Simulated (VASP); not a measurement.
Runs of VASP 6.6.1 on C. The structure is that of space group Cmce (No. 64), or close to it. The cells are those of the table. 

```tsv
task	cell	k mesh	cutoff (eV)	gap on the mesh (eV)	pressure (GPa)	relaxed volume (Å³/atom)	largest force (eV/Å)
relaxation of cell and atoms	relaxed from a = 3.723, b = 3.723, c = 3.789 Å, angles 90.0, 90.0, 118.9°, 4 atoms	6 × 6 × 4	600	-	-0.4	7.75	0.03
single point	a = 2.807, b = 2.807, c = 6.314 Å, angles 90.0, 90.0, 66.9°, 4 atoms	8 × 8 × 4	520	none	(a)	-	2.81
single point	a = 4.642, b = 4.642, c = 3.693 Å, angles 90.0, 90.0, 145.0°, 4 atoms	6 × 6 × 6	520	none	-45.1	-	5.82
relaxation of cell and atoms	relaxed from a = 2.807, b = 2.807, c = 6.314 Å, angles 90.0, 90.0, 66.9°, 4 atoms	6 × 6 × 4	600	(b)	-0.1	8.59	0.01
```

Alike in all rows: level PBE; potentials or basis VASP PAW PBE potentials, release 64 (C); no spin polarisation; smearing gaussian 0.1 eV.

Q: Fill in the values left out.

A: (a) -35.0; (b) 0.27.

Caveats: some runs use coarse meshes; the volume moved by over 15 % at a fixed basis, so the end points are rough (some runs); forces of over 1 eV/Å act on the atoms, so gaps and moduli don't describe the material at rest (some runs).

A k mesh can miss the band edges.

A gap of «none» marks levels without a gap at the run's occupations.
